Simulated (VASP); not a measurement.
# KBr (Fm-3m) in VASP: further runs

KBr is run at these levels: PBE-based screened hybrid with 25 % exact exchange; tasks: single point, relaxation of cell and atoms.

All numbers are computed with VASP 6.6.1; they aren't measurements. Logs are shortened: lines on timing, memory, paths and dates and some standing lists are left out, and cuts for length are marked.

**1. The cell of the first run**

The structure is cubic, space group Fm-3m (No. 225). The conventional cell has a = 6.666 Å, b = 6.666 Å, c = 6.666 Å, α = 90.00°, β = 90.00°, γ = 90.00°. Within 4.4 Å of Br (site symmetry m-3m) lie 6 K at 3.33 Å. Within 4.4 Å of K (site symmetry m-3m) lie 6 Br at 3.33 Å.

**2. Single point, PBE-based screened hybrid with 25 % exact exchange**

The input, POSCAR:

```
KBr
1.0
    0.0000000000      3.3328633692      3.3328633692
    3.3328633692      0.0000000000      3.3328633692
    3.3328633692      3.3328633692      0.0000000000
Br K
1 1
Direct
    0.5000000000      0.5000000000      0.5000000000
    0.0000000000      0.0000000000      0.0000000000
```

The input, INCAR.step1:

```
SYSTEM = KBr
PREC     = Accurate       ! precision mode
ENCUT    = 520            ! plane-wave cutoff, eV
EDIFF    = 1E-5           ! SCF threshold, eV
ISMEAR   = -1             ! smearing method
SIGMA    = 0.05           ! smearing width, eV
LREAL    = .FALSE.        ! projectors in reciprocal space
LASPH    = .TRUE.         ! aspherical terms in the spheres
NELM     = 100            ! most SCF steps
ALGO     = Normal         ! electronic algorithm
ISIF     = 2              ! what is computed and relaxed
LWAVE    = .TRUE.         ! write WAVECAR
LCHARG   = .FALSE.        ! write CHGCAR
GGA      = PE             ! functional
NBANDS   = 15             ! bands
```

The input, INCAR.step2:

```
SYSTEM = KBr
PREC     = Accurate       ! precision mode
ENCUT    = 520            ! plane-wave cutoff, eV
EDIFF    = 1E-6           ! SCF threshold, eV
ISMEAR   = -1             ! smearing method
SIGMA    = 0.05           ! smearing width, eV
LREAL    = .FALSE.        ! projectors in reciprocal space
LASPH    = .TRUE.         ! aspherical terms in the spheres
NELM     = 100            ! most SCF steps
ALGO     = Normal         ! electronic algorithm
ISIF     = 2              ! what is computed and relaxed
LWAVE    = .FALSE.        ! write WAVECAR
LCHARG   = .FALSE.        ! write CHGCAR
GGA      = PE             ! functional
LHFCALC  = .TRUE.         ! exact exchange
AEXX     = 0.25           ! exact-exchange fraction
HFSCREEN = 0.3            ! screening, 1/A
PRECFOCK = Normal       
ISTART   = 1            
NBANDS   = 15             ! bands
```

The input, KPOINTS:

```
Automatic mesh
0
G
  4 4 4
  0 0 0
```

Potentials or basis: VASP PAW PBE potentials, release 64 (Br, K_sv).

Launch:

```
$ cat potpaw_PBE.64/Br/POTCAR potpaw_PBE.64/K_sv/POTCAR > POTCAR
$ cp INCAR.step1 INCAR
$ mpirun -np 1 vasp_std > vasp.out
$ cp INCAR.step2 INCAR
$ mpirun -np 1 vasp_std > vasp.out
```

OUTCAR:

```text
SYSTEM = KBr
   PREC = Accurate
   ENCUT = 520
   EDIFF = 1E-6
   ISMEAR = -1
   LREAL = .FALSE.
   LASPH = .TRUE.
   NELM = 100
   ISIF = 2
   GGA = PE
   LHFCALC = .TRUE.
   AEXX = 0.25
   HFSCREEN = 0.3
   PRECFOCK = Normal
   ISTART = 1

 ion  position               nearest neighbor table
   1  0.500  0.500  0.500-
   2  0.000  0.000  0.000-

  LATTYP: Found a face centered cubic cell.
 ALAT       =     6.6657267384

  Lattice vectors:

 A1 = (   0.0000000000,   3.3328633692,   3.3328633692)
 A2 = (   3.3328633692,   0.0000000000,   3.3328633692)
 A3 = (   3.3328633692,   3.3328633692,   0.0000000000)

Analysis of symmetry for initial positions (statically):
=====================================================================
 Subroutine PRICEL returns:
 Original cell was already a primitive cell.

 Routine SETGRP: Setting up the symmetry group for a
 face centered cubic supercell.

 Subroutine GETGRP returns: Found 48 space group operations
 (whereof 48 operations were pure point group operations)
 out of a pool of 48 trial point group operations.

The static configuration has the point symmetry O_h .

Analysis of symmetry for dynamics (positions and initial velocities):
=====================================================================
 Subroutine PRICEL returns:
 Original cell was already a primitive cell.

 Routine SETGRP: Setting up the symmetry group for a
 face centered cubic supercell.

 Subroutine GETGRP returns: Found 48 space group operations
 (whereof 48 operations were pure point group operations)
 out of a pool of 48 trial point group operations.

The dynamic configuration has the point symmetry O_h .

 Subroutine INISYM returns: Found 48 space group operations
 (whereof 48 operations are pure point group operations),
 and found     1 'primitive' translations

----------------------------------------------------------------------------------------

                                     Primitive cell

  volume of cell :      74.0427

  direct lattice vectors                    reciprocal lattice vectors
     0.000000000  3.332863369  3.332863369    -0.150021151  0.150021151  0.150021151
     3.332863369  0.000000000  3.332863369     0.150021151 -0.150021151  0.150021151
     3.332863369  3.332863369  0.000000000     0.150021151  0.150021151 -0.150021151
[... 81 lines left out ...]
   EFERMI =   0.00;   METHOD = LEGACY
   ISMEAR =    -1;   SIGMA  =   0.05  broadening in eV -4-tet -1-fermi 0-gaus
   EFERMI_NEDOS =   21; number of points for ismear=-14 and -15
   IALGO  =     38    algorithm
   IMIX   =      1    mixing-type and parameters
     AMIX     =   0.40;   BMIX     =  1.00
     AMIX_MAG =   1.60;   BMIX_MAG =  1.00
  volume/ion in A,a.u.               =      37.02       249.83
  Fermi-wavevector in a.u.,A,eV,Ry     =   0.982398  1.856462 13.131053  0.965105
  Thomas-Fermi vector in A             =   2.113477
   LORBIT       =      0    0 simple, 1 ext, 2 COOP (PROOUT), +10 PAW based schemes
   GGA     = PE    functional components
   LHFCALC =     T    Hartree Fock is set to
   PRECFOCK=normal    Normal, Fast or Accurate (Low or Medium for compatibility)
   ENCUT4O =  -1.0   cutoff for four orbital integrals eV
   NKREDX  =     1    reduce k-point grid by
   NKREDY  =     1    reduce k-point grid by
   NKREDZ  =     1    reduce k-point grid by
   AEXX    =    0.2500 exact exchange contribution
   HFSCREEN=    0.3000 screening length (either q_TF or 0.3 A-1)
   HFSCREENC=   0.3000 screening length for correlation (either q_TF or 0.3 A-1)
   ENCUTFOCK=  -1.0 apply spherical cutoff to Coloumb kernel
   IVDW    =     0    specifies the selected vdW correction
   LEPSILON=     F    determine dielectric tensor
   LRPA    =     F    only Hartree local field effects (RPA)
 non-spin polarized calculation
  energy-cutoff  :      520.00
  volume of cell :       74.04
 maximum number of plane-waves:      2012
  NGX = 28; NGY = 28; NGZ = 28

 number of electron      15.9999998 magnetization

 Free energy of the ion-electron system (eV)
  ---------------------------------------------------
  ext. energy  EPLUGINS =         0.00000000
  ---------------------------------------------------
  free energy    TOTEN  =        -7.00589783 eV

  energy without entropy =       -7.00589783  energy(sigma->0) =       -7.00589783

 E-fermi :  -1.5024     XC(G=0):  -6.2243

 val. band max:       -2.5848737250   @ k =   0.0000   0.0000   0.0000
 cond. band min:       2.7018985743   @ k =   0.0000   0.0000   0.0000
 fundamental gap:      5.2867722993
 Fermi energy:        -1.5023700549

 k-point     1 :       0.0000    0.0000    0.0000
  band No.  band energies     occupation
      1     -32.5611      2.00000
      2     -15.8220      2.00000
      3     -14.7006      2.00000
      4     -14.7006      2.00000
      5     -14.7006      2.00000
      6      -2.5849      2.00000
      7      -2.5849      2.00000
      8      -2.5849      2.00000
      9       2.7019      0.00000
     10       6.1106      0.00000
     11       6.1106      0.00000
     12       6.1106      0.00000
     13       7.0345      0.00000
     14       7.0345      0.00000
[... 113 lines left out ...]
      2     -15.8100      2.00000
      3     -14.7567      2.00000
      4     -14.7567      2.00000
      5     -14.6077      2.00000
      6      -3.1686      2.00000
      7      -3.1686      2.00000
      8      -3.1033      2.00000
      9       5.7783      0.00000
     10       5.7783      0.00000
     11       6.6280      0.00000
     12       7.5236      0.00000
     13       9.1862      0.00000
     14       9.6035      0.00000
     15       9.7637      0.00000

------------------------ aborting loop because EDIFF is reached ----------------------------------------

  FORCE on cell =-STRESS in cart. coord.  units (eV):
  Direction    XX          YY          ZZ          XY          YZ          ZX
  --------------------------------------------------------------------------------------
  -------------------------------------------------------------------------------------
  Total        0.0151615      0.0151615      0.0151615     -0.0000000      0.0000000      0.0000000
  in kB        0.3280736      0.3280736      0.3280736     -0.0000000      0.0000000      0.0000000
  external PRESSURE =       0.3280736 kB  Pullay stress =       0.0000000 kB

 VOLUME and BASIS-vectors are now :
 -----------------------------------------------------------------------------
  energy-cutoff  :      520.00
  volume of cell :       74.04
      direct lattice vectors                 reciprocal lattice vectors
     0.000000000  3.332863369  3.332863369    -0.150021151  0.150021151  0.150021151
     3.332863369  0.000000000  3.332863369     0.150021151 -0.150021151  0.150021151
     3.332863369  3.332863369  0.000000000     0.150021151  0.150021151 -0.150021151

 POSITION                                       TOTAL-FORCE (eV/Angst)
 -----------------------------------------------------------------------------------
      3.33286      3.33286      3.33286         0.000000      0.000000      0.000000
      0.00000      0.00000      0.00000        -0.000000     -0.000000     -0.000000
 -----------------------------------------------------------------------------------
    total drift:                                0.000000      0.000000      0.000000

  FREE ENERGIE OF THE ION-ELECTRON SYSTEM (eV)
  ---------------------------------------------------
  free  energy   TOTEN  =        -7.0058978342 eV

  energy  without entropy=       -7.0058978342  energy(sigma->0) =       -7.00589783
```

It took 7.5 min on 1 thread of Intel Xeon Platinum 8375C at 2.90GHz (Ice Lake), shared host; peak memory 0.31 GiB.

Results:

| Property | Result |
| --- | --- |
| Free energy | -7.0059 eV |
| Pressure | 0.0 GPa |
| Band gap on the k mesh | 5.29 eV |

Levels at points of the mesh, in eV from the valence-band top:
```tsv
k point	band 4	band 5	band 6	band 7	band 8	band 9	band 10	band 11	band 12	band 13
(0.00, 0.00, 0.00)	-12.12	-12.12	0.00	0.00	0.00	5.29	8.70	8.70	8.70	9.62
(0.50, 0.00, 0.00)	-12.12	-11.87	-1.15	-0.31	-0.31	7.45	9.21	11.02	11.02	11.02
(0.50, 0.50, 0.00)	-12.15	-12.15	-0.81	-0.29	-0.29	6.86	8.12	10.35	10.64	10.91
```

Caveat: the PAW data sets were made with another functional, which shifts forces and pressure a little.

(Continued in part 2 of 2.)
